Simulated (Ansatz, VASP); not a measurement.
# One calculation of MgO, two programs

```
Mg O
1.0
    -2.12673    0.00000   -2.12673
    -2.12673   -2.12673    0.00000
    -4.25347    2.12673    2.12673
Mg O
2 2
Cartesian
  -2.1267 0.0000 0.0000
  -6.3802 0.0000 0.0000
  -4.2535 -2.1267 -2.1267
  -4.2535 0.0000 0.0000
```

Alike in both runs: task single point; functional PBE; k mesh 6 × 6 × 6; occupations gaussian, width 0.1 eV; no spin polarisation.

|  | VASP | Ansatz |
| --- | --- | --- |
| version | VASP 6.6.1 | Ansatz 0.2.0 |
| potentials or method | VASP PAW PBE potentials, release 64 (Mg, O), cutoff 520 eV | scalar-relativistic, plane waves, PAW |
| valence electrons in the cell | 16 | 32 |

```csv
,VASP,Ansatz,Ansatz less VASP
gap on the k mesh at the Fermi level (eV),4.45,4.46,+0.017
least direct gap on the mesh (eV),4.45,4.46,+0.017
pressure (GPa),-0.7,0.0,+0.73
```

The functional is the same, so the differences come from potentials, cutoffs and numerics. VASP's potentials hold 16 valence electrons a cell and Ansatz's 32, so a difference there can come from the potentials and not from the codes.
